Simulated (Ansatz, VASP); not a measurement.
# AlGaN2 in VASP and in Ansatz

POSCAR

```
AlGaN2
1.0
    3.0466507372      0.0000000000      0.0000000000
    0.0000000000      3.0466507372      0.0000000000
    0.0000000000      0.0000000000      4.4901955091
Al Ga N
1 1 2
Direct
    0.5000000000      0.5000000000      0.5000000000
    0.0000000000      0.0000000000      0.0000000000
    0.5000000000      0.0000000000      0.7382648100
    0.0000000000      0.5000000000      0.2617351900
```

INCAR.step1

```
PREC = Accurate
ENCUT = 520
ISMEAR = 0
SIGMA = 0.05
LREAL = F
LASPH = T
NELM = 80
NBANDS = 21
GGA = PE
ALGO = Normal
EDIFF = 1E-4
LWAVE = T
LCHARG = F
```

The input INCAR.step2:

```
PREC = Accurate
ENCUT = 520
EDIFF = 1E-6
ISMEAR = 0
SIGMA = 0.05
LREAL = F
LASPH = T
NELM = 80
ALGO = Normal
ISIF = 2
LWAVE = F
LCHARG = F
METAGGA = R2SCAN
LMIXTAU = T
NBANDS = 21
ISTART = 1
```

KPOINTS

```
Automatic mesh
0
Gamma
  8 8 6
```

Input for Ansatz:

```yaml
crystal:
  lattice:
    - [3.0466507372, 0.0, 0.0]
    - [0.0, 3.0466507372, 0.0]
    - [0.0, 0.0, 4.4901955091]
  atoms:
    - { symbol: Al, position: [0.5, 0.5, 0.5] }
    - { symbol: Ga, position: [0.0, 0.0, 0.0] }
    - { symbol: "N", position: [0.5, 0.0, 0.73826481] }
    - { symbol: "N", position: [0.0, 0.5, 0.26173519] }
basis:
  ecutwfc: 500
kpoints:
  mp_grid: { grid: [8, 8, 6] }
hamiltonian:
  xc: r2scan
scf:
  occupations: { method: gaussian, width: 0.05 }
output:
  forces: true
  stress: true
  eigenvalues: true
```

Change from the starting cell: strain -0.030 along x and y, +0.015 along z, atoms carried along.

Alike in both runs: task single point; functional r2SCAN; k mesh 8 × 8 × 6; occupations gaussian, width 0.05 eV; no spin polarisation.

```csv
,VASP,Ansatz
version,VASP 6.6.1,Ansatz 0.2.0
potentials or method,"VASP PAW PBE potentials, release 64 (Al, Ga_d, N), cutoff 520 eV","scalar-relativistic, plane waves, PAW"
valence electrons in the cell,26,26
```

|  | VASP | Ansatz | Ansatz less VASP |
| --- | --- | --- | --- |
| gap on the k mesh at the Fermi level (eV) | 3.64 | 3.63 | -0.008 |
| least direct gap on the mesh (eV) | 3.64 | 3.63 | -0.008 |
| pressure (GPa) | 10.2 | 9.7 | -0.48 |
| traceless stress, the component that is largest in VASP (GPa) | -4.65 | -4.66 | -0.008 |
| rms of the force components (eV/Å) | 0.034 | 0.073 | +0.0395 |

VASP's potentials were made for PBE, not for r2SCAN. Atom by atom the forces differ by 0.040 eV/Å (rms over components).
